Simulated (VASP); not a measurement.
# Te (P3_121) in VASP: a series of runs

Te is run at these levels: PBE; tasks: single point.

All numbers are computed with VASP 6.6.1; they aren't measurements. Logs are shortened: lines on timing, memory, paths and dates and some standing lists are left out, and cuts for length are marked.

**1. The cell of the first run**

Symmetry: P3_121, No. 152, trigonal system. Conventional cell: a = 4.454 Å, b = 4.454 Å, c = 5.924 Å, α = 90.00°, β = 90.00°, γ = 120.00°. Te (site symmetry 2) has 6 Te at 2.86 to 3.47 Å within 3.8 Å.

**2. Single point, PBE**

File INCAR:

```
SYSTEM = Te
  ALGO = Normal
  EDIFF = 1E-6
  ENCUT = 500
  GGA = PE
  GGA_COMPAT = .FALSE.
  ISIF = 2
  ISMEAR = 0
  LASPH = .TRUE.
  LCHARG = .FALSE.
  LREAL = .FALSE.
  LWAVE = .FALSE.
  NBANDS = 16
  NELM = 120
  PREC = Accurate
  SIGMA = 0.018000000000000002
```

File KPOINTS:

```
k-points
0
G
  7 7 5
  0 0 0
```

File POSCAR:

```
Te
1.0
    4.4540000000      0.0000000000      0.0000000000
   -2.2270000000      3.8572771485      0.0000000000
    0.0000000000      0.0000000000      5.9240000000
Te
3
Direct
    0.7310000000      0.7310000000      0.0000000000
    0.0000000000      0.2690000000      0.6666666667
    0.2690000000      0.0000000000      0.3333333333
```

Potentials or basis: VASP PAW PBE potentials, release 64 (Te).

Command:

```bash
cat potpaw_PBE.64/Te/POTCAR > POTCAR
mpirun -np 1 vasp_std > vasp.out
```

OUTCAR:

```text
SYSTEM = Te
   EDIFF = 1E-6
   ENCUT = 500
   GGA = PE
   ISIF = 2
   ISMEAR = 0
   LASPH = .TRUE.
   LREAL = .FALSE.
   NELM = 120
   PREC = Accurate

 ion  position               nearest neighbor table
   1  0.731  0.731  0.000-   3 2.86   2 2.86   3 3.47   2 3.47   2 3.47   3 3.47
   2  0.000  0.269  0.667-   1 2.86   3 2.86   1 3.47   1 3.47   3 3.47   3 3.47
   3  0.269  0.000  0.333-   1 2.86   2 2.86   1 3.47   1 3.47   2 3.47   2 3.47

  LATTYP: Found a hexagonal cell.
 ALAT       =     4.4540000000
 C/A-ratio  =     1.3300404131

  Lattice vectors:

 A1 = (   4.4540000000,   0.0000000000,   0.0000000000)
 A2 = (  -2.2270000000,   3.8572771485,   0.0000000000)
 A3 = (   0.0000000000,   0.0000000000,   5.9240000000)

Analysis of symmetry for initial positions (statically):
=====================================================================
 Subroutine PRICEL returns:
 Original cell was already a primitive cell.

 Routine SETGRP: Setting up the symmetry group for a
 hexagonal supercell.

 Subroutine GETGRP returns: Found  6 space group operations
 (whereof  2 operations were pure point group operations)
 out of a pool of 24 trial point group operations.

The static configuration has the point symmetry C_2 .
 The point group associated with its full space group is D_3 .

Analysis of symmetry for dynamics (positions and initial velocities):
=====================================================================
 Subroutine PRICEL returns:
 Original cell was already a primitive cell.

 Routine SETGRP: Setting up the symmetry group for a
 hexagonal supercell.

 Subroutine GETGRP returns: Found  6 space group operations
 (whereof  2 operations were pure point group operations)
 out of a pool of 24 trial point group operations.

The dynamic configuration has the point symmetry C_2 .
 The point group associated with its full space group is D_3 .

 Subroutine INISYM returns: Found  6 space group operations
 (whereof  2 operations are pure point group operations),
 and found     1 'primitive' translations

----------------------------------------------------------------------------------------

                                     Primitive cell

  volume of cell :     101.7762

  direct lattice vectors                    reciprocal lattice vectors
     4.454000000  0.000000000  0.000000000     0.224517288  0.129625117  0.000000000
[... 83 lines left out ...]
   LNONCOLLINEAR =      F non collinear calculations
   LSORBIT =      F    spin-orbit coupling
   LASPH  =      T    aspherical Exc in radial PAW
   ENCUT  =  500.0 eV  36.75 Ry    6.06 a.u.   8.12  8.12 10.80*2*pi/ulx,y,z
   NELM   =    120;   NELMIN=  2; NELMDL= -5     # of ELM steps
   EDIFF  = 0.1E-05   stopping-criterion for ELM
   LREAL  =      F    real-space projection
   EDIFFG = 0.1E-04   stopping-criterion for IOM
   NSW    =      0    number of steps for IOM
   IBRION =     -1    ionic relax: 0-MD 1-quasi-New 2-CG
   NFREE  =      0    steps in history (QN), initial steepest desc. (CG)
   ISIF   =      2    stress and relaxation
   ISYM   =      2    0-nonsym 1-usesym 2-fastsym
   POTIM  = 0.5000    time-step for ionic-motion
   TEBEG  =    0.0;   TEEND  =   0.0 temperature during run
   PSTRESS=    0.0 pullay stress
   NELECT =      18.0000    total number of electrons
   NUPDOWN=      -1.0000    fix difference up-down
   EMIN   =  10.00;   EMAX   =-10.00  energy-range for DOS
   EFERMI =   0.00;   METHOD = LEGACY
   ISMEAR =     0;   SIGMA  =   0.02  broadening in eV -4-tet -1-fermi 0-gaus
   EFERMI_NEDOS =   21; number of points for ismear=-14 and -15
   IALGO  =     38    algorithm
   IMIX   =      4    mixing-type and parameters
     AMIX     =   0.40;   BMIX     =  1.00
     AMIX_MAG =   1.60;   BMIX_MAG =  1.00
  volume/ion in A,a.u.               =      33.93       228.94
  Fermi-wavevector in a.u.,A,eV,Ry     =   0.918933  1.736531 11.489263  0.844437
  Thomas-Fermi vector in A             =   2.044070
   LORBIT       =      0    0 simple, 1 ext, 2 COOP (PROOUT), +10 PAW based schemes
   GGA     = PE    functional components
   LHFCALC =     F    Hartree Fock is set to
   AEXX    =    0.0000 exact exchange contribution
   IVDW    =     0    specifies the selected vdW correction
   LEPSILON=     F    determine dielectric tensor
   LRPA    =     F    only Hartree local field effects (RPA)
 non-spin polarized calculation
 Gauss-broadening in eV      SIGMA  =   0.02
  energy-cutoff  :      500.00
  volume of cell :      101.78
 maximum number of plane-waves:      2595
   NGX = 17   NGY = 17   NGZ = 21

 number of electron      18.0000001 magnetization

 Free energy of the ion-electron system (eV)
  ---------------------------------------------------
  ext. energy  EPLUGINS =         0.00000000
  ---------------------------------------------------
  free energy    TOTEN  =        -9.41702791 eV

  energy without entropy =       -9.41702791  energy(sigma->0) =       -9.41702791

 E-fermi :   5.9017     XC(G=0):  -9.0718

 val. band max:        5.7932300663   @ k =   0.2857   0.2857   0.4000
 cond. band min:       6.4207459596   @ k =   0.0000   0.0000   0.4000
 fundamental gap:      0.6275158934
 Fermi energy:         5.9017302653

 k-point     1 :       0.0000    0.0000    0.0000
  band No.  band energies     occupation
      1      -7.6623      2.00000
      2      -4.3596      2.00000
      3      -4.3596      2.00000
      4       2.8942      2.00000
      5       3.2079      2.00000
      6       3.2079      2.00000
[... 433 lines left out ...]
      3      -3.3543      2.00000
      4       1.4187      2.00000
      5       2.4738      2.00000
      6       2.6807      2.00000
[... 8 lines left out ...]
     15      11.9494      0.00000
     16      12.5828      0.00000

 [... further k-points ...]
[... 5 lines left out ...]
  --------------------------------------------------------------------------------------
  -------------------------------------------------------------------------------------
  Total        0.8346071      0.8346071      1.1032380     -0.0000000      0.0000000      0.0000000
  in kB       13.1385233     13.1385233     17.3673549     -0.0000000      0.0000000      0.0000000
  external PRESSURE =      14.5481338 kB  Pullay stress =       0.0000000 kB

 VOLUME and BASIS-vectors are now :
 -----------------------------------------------------------------------------
  energy-cutoff  :      500.00
  volume of cell :      101.78
      direct lattice vectors                 reciprocal lattice vectors
     4.454000000  0.000000000  0.000000000     0.224517288  0.129625117  0.000000000
    -2.227000000  3.857277149  0.000000000     0.000000000  0.259250233  0.000000000
     0.000000000  0.000000000  5.924000000     0.000000000  0.000000000  0.168804862

 POSITION                                       TOTAL-FORCE (eV/Angst)
 -----------------------------------------------------------------------------------
      1.62794      2.81967      0.00000        -0.079935     -0.138451      0.000000
     -0.59906      1.03761      3.94933        -0.079935      0.138451      0.000000
      1.19813      0.00000      1.97467         0.159869      0.000000     -0.000000
 -----------------------------------------------------------------------------------
    total drift:                                0.000000     -0.000000      0.000000

  FREE ENERGIE OF THE ION-ELECTRON SYSTEM (eV)
  ---------------------------------------------------
  free  energy   TOTEN  =        -9.4170279114 eV

  energy  without entropy=       -9.4170279114  energy(sigma->0) =       -9.41702791
```

OSZICAR:

```text
N       E                     dE             d eps       ncg     rms          rms(c)
DAV:   1     0.712059298181E+02    0.71206E+02   -0.62636E+03  1024   0.868E+02
DAV:   2    -0.483640756446E+01   -0.76042E+02   -0.72296E+02  1352   0.134E+02
DAV:   3    -0.935105755780E+01   -0.45146E+01   -0.44960E+01  1248   0.367E+01
DAV:   4    -0.943295722521E+01   -0.81900E-01   -0.81886E-01  1584   0.567E+00
DAV:   5    -0.943401601741E+01   -0.10588E-02   -0.10588E-02  1328   0.544E-01    0.123E+01
DAV:   6    -0.941931483193E+01    0.14701E-01   -0.16724E-02  1352   0.768E-01    0.776E+00
DAV:   7    -0.941755133964E+01    0.17635E-02   -0.36449E-02  1272   0.115E+00    0.274E-01
DAV:   8    -0.941696572806E+01    0.58561E-03   -0.65799E-03  1200   0.442E-01    0.161E-01
DAV:   9    -0.941699316341E+01   -0.27435E-04   -0.18481E-04  1592   0.866E-02    0.115E-01
DAV:  10    -0.941703306520E+01   -0.39902E-04   -0.49880E-05  1288   0.435E-02    0.282E-02
DAV:  11    -0.941702771012E+01    0.53551E-05   -0.15815E-05  1296   0.240E-02    0.143E-02
DAV:  12    -0.941702791138E+01   -0.20126E-06   -0.16533E-06  1088   0.749E-03
   1 F= -.94170279E+01 E0= -.94170279E+01  d E =-.825950E-19
```

Wall time 30 s (1 thread of Intel Xeon Platinum 8259CL at 2.50GHz (Skylake/Cascade Lake), shared host); peak memory 0.22 GiB.

Results:

| Item | Value |
| --- | --- |
| Free energy | -9.4170 eV |
| Pressure | 1.5 GPa |
| Largest force | 0.160 eV/Å |
| Band gap on the k mesh | 0.63 eV, indirect (least direct gap 0.78 eV) |

Forces on the atoms (eV/Å):
```
Te  -0.080 -0.138  0.000
Te  -0.080  0.138  0.000
Te   0.160  0.000  0.000
```

Levels at points of the mesh, in eV from the valence-band top:
| k point | band 7 | band 8 | band 9 | band 10 | band 11 | band 12 |
| --- | --- | --- | --- | --- | --- | --- |
| (0.00, 0.00, 0.00) | -1.52 | -1.52 | -0.69 | 1.17 | 1.17 | 1.77 |

Caveat: spin-orbit coupling is left out, which moves the levels of the heavy elements. A k mesh can miss the band edges.

**3. Single point, PBE**

File INCAR:

```
SYSTEM = Te
ALGO = Normal
EDIFF = 1E-6
ENCUT = 500
GGA = PE
GGA_COMPAT = .FALSE.
ISIF = 2
ISMEAR = 0
LASPH = .TRUE.
LCHARG = .FALSE.
LREAL = .FALSE.
LWAVE = .FALSE.
NBANDS = 16
NELM = 120
PREC = Accurate
SIGMA = 0.02
```

KPOINTS is that of step 2.

POSCAR is that of step 2.

Potentials or basis: VASP PAW PBE potentials, release 64 (Te).

Command:

```bash
cat potpaw_PBE.64/Te/POTCAR > POTCAR
mpirun -np 1 vasp_std > vasp.out
```

It took 30 s on 1 thread of Intel Xeon Platinum 8259CL at 2.50GHz (Skylake/Cascade Lake), shared host; peak memory 0.22 GiB.

It converged, with:

* Free energy: -9.4170 eV
* Pressure: 1.5 GPa
* Largest force: 0.160 eV/Å
* Band gap on the k mesh: 0.63 eV, indirect (least direct gap 0.78 eV)

Forces in eV/Å, atoms in the order of the input:
```
Te  -0.080 -0.138  0.000
Te  -0.080  0.138  0.000
Te   0.160  0.000  0.000
```

Stress tensor (GPa, compression positive):
```
1.31 0.00 0.00
0.00 1.31 0.00
0.00 0.00 1.74
```

Levels at points of the mesh, in eV from the valence-band top:
| k point | band 7 | band 8 | band 9 | band 10 | band 11 | band 12 |
| --- | --- | --- | --- | --- | --- | --- |
| (0.00, 0.00, 0.00) | -1.52 | -1.52 | -0.69 | 1.17 | 1.17 | 1.77 |

Caveat: spin-orbit coupling is left out, which moves the levels of the heavy elements.

**4. Single point, PBE**

File INCAR:

```
  PREC = Accurate
  ENCUT = 500
  EDIFF = 1E-6
  ISMEAR = 0
  SIGMA = 0.022
  LREAL = False
  LASPH = True
  NELM = 120
  ALGO = Normal
  ISIF = 2
  LWAVE = False
  LCHARG = False
  GGA = PE
  NBANDS = 16
  GGA_COMPAT = False
```

File KPOINTS:

```
Automatic mesh
0
Gamma
  7 7 5
```

POSCAR is that of step 3.

Potentials or basis: VASP PAW PBE potentials, release 64 (Te).

Command:

```bash
cat potpaw_PBE.64/Te/POTCAR > POTCAR
mpirun -np 1 vasp_std > vasp.out
```

OUTCAR:

```text
PREC = Accurate
   ENCUT = 500
   EDIFF = 1E-6
   ISMEAR = 0
   LREAL = False
   LASPH = True
   NELM = 120
   ISIF = 2
   GGA = PE

 ion  position               nearest neighbor table
   1  0.731  0.731  0.000-   3 2.86   2 2.86   3 3.47   2 3.47   2 3.47   3 3.47
   2  0.000  0.269  0.667-   1 2.86   3 2.86   1 3.47   1 3.47   3 3.47   3 3.47
   3  0.269  0.000  0.333-   1 2.86   2 2.86   1 3.47   1 3.47   2 3.47   2 3.47

  LATTYP: Found a hexagonal cell.
 ALAT       =     4.4540000000
 C/A-ratio  =     1.3300404131

  Lattice vectors:

 A1 = (   4.4540000000,   0.0000000000,   0.0000000000)
 A2 = (  -2.2270000000,   3.8572771485,   0.0000000000)
 A3 = (   0.0000000000,   0.0000000000,   5.9240000000)

Analysis of symmetry for initial positions (statically):
=====================================================================
 Subroutine PRICEL returns:
 Original cell was already a primitive cell.

 Routine SETGRP: Setting up the symmetry group for a
 hexagonal supercell.

 Subroutine GETGRP returns: Found  6 space group operations
 (whereof  2 operations were pure point group operations)
 out of a pool of 24 trial point group operations.

[... 161 lines left out ...]
  ---------------------------------------------------
  free energy    TOTEN  =        -9.41702791 eV

  energy without entropy =       -9.41702791  energy(sigma->0) =       -9.41702791

 E-fermi :   5.9120     XC(G=0):  -9.0718

 val. band max:        5.7932300663   @ k =   0.2857   0.2857   0.4000
 cond. band min:       6.4207459596   @ k =   0.0000   0.0000   0.4000
 fundamental gap:      0.6275158933
 Fermi energy:         5.9119757051

 k-point     1 :       0.0000    0.0000    0.0000
  band No.  band energies     occupation
      1      -7.6623      2.00000
      2      -4.3596      2.00000
      3      -4.3596      2.00000
      4       2.8942      2.00000
      5       3.2079      2.00000
      6       3.2079      2.00000
[... 433 lines left out ...]
      3      -3.3543      2.00000
      4       1.4187      2.00000
      5       2.4738      2.00000
      6       2.6807      2.00000
[... 8 lines left out ...]
     15      11.9494      0.00000
     16      12.5828      0.00000

 [... further k-points ...]
[... 5 lines left out ...]
  --------------------------------------------------------------------------------------
  -------------------------------------------------------------------------------------
  Total        0.8346072      0.8346072      1.1032380     -0.0000000      0.0000000      0.0000000
  in kB       13.1385241     13.1385241     17.3673554     -0.0000000      0.0000000      0.0000000
  external PRESSURE =      14.5481345 kB  Pullay stress =       0.0000000 kB

 VOLUME and BASIS-vectors are now :
 -----------------------------------------------------------------------------
  energy-cutoff  :      500.00
  volume of cell :      101.78
      direct lattice vectors                 reciprocal lattice vectors
     4.454000000  0.000000000  0.000000000     0.224517288  0.129625117  0.000000000
    -2.227000000  3.857277149  0.000000000     0.000000000  0.259250233  0.000000000
     0.000000000  0.000000000  5.924000000     0.000000000  0.000000000  0.168804862

 POSITION                                       TOTAL-FORCE (eV/Angst)
 -----------------------------------------------------------------------------------
      1.62794      2.81967      0.00000        -0.079935     -0.138451      0.000000
     -0.59906      1.03761      3.94933        -0.079935      0.138451     -0.000000
      1.19813      0.00000      1.97467         0.159869     -0.000000      0.000000
 -----------------------------------------------------------------------------------
    total drift:                                0.000000     -0.000000      0.000000

  FREE ENERGIE OF THE ION-ELECTRON SYSTEM (eV)
  ---------------------------------------------------
  free  energy   TOTEN  =        -9.4170279114 eV

  energy  without entropy=       -9.4170279114  energy(sigma->0) =       -9.41702791
```

OSZICAR:

```text
N       E                     dE             d eps       ncg     rms          rms(c)
DAV:   1     0.712058474389E+02    0.71206E+02   -0.62636E+03  1024   0.868E+02
DAV:   2    -0.483640756448E+01   -0.76042E+02   -0.72302E+02  1352   0.134E+02
DAV:   3    -0.935105755780E+01   -0.45146E+01   -0.44960E+01  1248   0.367E+01
DAV:   4    -0.943295722521E+01   -0.81900E-01   -0.81886E-01  1584   0.567E+00
DAV:   5    -0.943401601735E+01   -0.10588E-02   -0.10588E-02  1328   0.544E-01    0.123E+01
DAV:   6    -0.941931483195E+01    0.14701E-01   -0.16724E-02  1352   0.768E-01    0.776E+00
DAV:   7    -0.941755133962E+01    0.17635E-02   -0.36449E-02  1272   0.115E+00    0.274E-01
DAV:   8    -0.941696572810E+01    0.58561E-03   -0.65799E-03  1200   0.442E-01    0.161E-01
DAV:   9    -0.941699316341E+01   -0.27435E-04   -0.18481E-04  1592   0.866E-02    0.115E-01
DAV:  10    -0.941703306522E+01   -0.39902E-04   -0.49880E-05  1288   0.435E-02    0.282E-02
DAV:  11    -0.941702771010E+01    0.53551E-05   -0.15815E-05  1296   0.240E-02    0.143E-02
DAV:  12    -0.941702791136E+01   -0.20125E-06   -0.16533E-06  1088   0.749E-03
   1 F= -.94170279E+01 E0= -.94170279E+01  d E =-.135339E-15
```

Run time: 30 s. Hardware: 1 thread of Intel Xeon Platinum 8259CL at 2.50GHz (Skylake/Cascade Lake), shared host; peak memory 0.22 GiB.

Results:

```
Free energy            : -9.4170 eV
Pressure               : 1.5 GPa
Largest force          : 0.160 eV/Å
Band gap on the k mesh : 0.63 eV, indirect (least direct gap 0.78 eV)
```

Forces on the atoms (eV/Å):
```
Te  -0.080 -0.138  0.000
Te  -0.080  0.138  0.000
Te   0.160  0.000  0.000
```

Levels at points of the mesh, in eV from the valence-band top:
```tsv
k point	band 7	band 8	band 9	band 10	band 11	band 12
(0.00, 0.00, 0.00)	-1.52	-1.52	-0.69	1.17	1.17	1.77
```

Caveat: spin-orbit coupling is left out, which moves the levels of the heavy elements.

**5. Single point, PBE**

File INCAR:

```
SYSTEM = Te
PREC = Accurate ; ENCUT = 500
EDIFF = 1E-6 ; ISMEAR = 0
SIGMA = 0.023 ; LREAL = .FALSE.
LASPH = .TRUE. ; NELM = 120
ALGO = Normal ; ISIF = 2
LWAVE = .FALSE. ; LCHARG = .FALSE.
GGA = PE ; NBANDS = 16
GGA_COMPAT = .FALSE.
```

File KPOINTS:

```
Automatic mesh
0
G
  7 7 5
  0 0 0
```

POSCAR is that of step 4.

Command:

```bash
cat potpaw_PBE.64/Te/POTCAR > POTCAR
mpirun -np 1 vasp_std > vasp.out
```

It took 32 s on 1 thread of Intel Xeon Platinum 8259CL at 2.50GHz (Skylake/Cascade Lake), shared host; peak memory 0.22 GiB.

The run converged. Its results:

| Property | Result |
| --- | --- |
| Free energy | -9.4170 eV |
| Pressure | 1.5 GPa |
| Largest force | 0.160 eV/Å |
| Band gap on the k mesh | 0.63 eV, indirect (least direct gap 0.78 eV) |

Forces in eV/Å, atoms in the order of the input:
```
Te  -0.080 -0.138  0.000
Te  -0.080  0.138  0.000
Te   0.160  0.000  0.000
```

Stress tensor (GPa, compression positive):
```
1.31 0.00 0.00
0.00 1.31 0.00
0.00 0.00 1.74
```

Levels at points of the mesh, in eV from the valence-band top:
| k point | band 5 | band 6 | band 7 | band 8 | band 9 | band 10 | band 11 | band 12 | band 13 | band 14 |
| --- | --- | --- | --- | --- | --- | --- | --- | --- | --- | --- |
| (0.00, 0.00, 0.00) | -2.59 | -2.59 | -1.52 | -1.52 | -0.69 | 1.17 | 1.17 | 1.77 | 5.12 | 5.12 |

Caveat: spin-orbit coupling is left out, which moves the levels of the heavy elements. As with any semilocal functional, this PBE gap is likely too small.

**6. Overview**

| smearing | gap on the mesh (eV) | pressure (GPa) | largest force (eV/Å) |
| --- | --- | --- | --- |
| gaussian 0.018 eV | 0.63 | 1.5 | 0.16 |
| gaussian 0.02 eV | 0.63 | 1.5 | 0.16 |
| gaussian 0.022 eV | 0.63 | 1.5 | 0.16 |
| gaussian 0.023 eV | 0.63 | 1.5 | 0.16 |

Alike in all rows: task single point; level PBE; potentials or basis VASP PAW PBE potentials, release 64 (Te); no spin polarisation; cell as given; k mesh 7 × 7 × 5; cutoff (eV) 500.

On the cell as given the gap runs from 0.63 eV (PBE) to 0.63 eV (PBE).

Caveats: spin-orbit coupling is left out, which moves the levels of the heavy elements.

Total energies depend on the potentials used, so only differences within one code and one set of settings carry meaning.
